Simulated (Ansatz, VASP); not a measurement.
Bi: VASP beside Ansatz

```
Bi
1.0
     3.35233    0.00000    0.00000
     0.00000    3.35233    0.00000
     0.00000    0.00000    3.35233
Bi
1
Direct
  0.00000 0.00000 0.00000
```

Alike in both runs: task single point; functional RPBE; k mesh 11 × 11 × 11; occupations fermi-dirac, width 0.1 eV; no spin polarisation.

|  | VASP | Ansatz |
| --- | --- | --- |
| version | VASP 6.6.1 | Ansatz 0.2.0 |
| potentials or method | VASP PAW PBE potentials, release 64 (Bi_d), cutoff 520 eV | plane waves (420 eV) with PAW, scalar-relativistic |
| valence electrons in the cell | 15 | 15 |

|  | VASP | Ansatz | Ansatz less VASP |
| --- | --- | --- | --- |
| pressure (GPa) | -1.5 | -1.4 | +0.06 |

VASP's potentials were made for PBE, not for RPBE.

Spin-orbit coupling is off throughout.
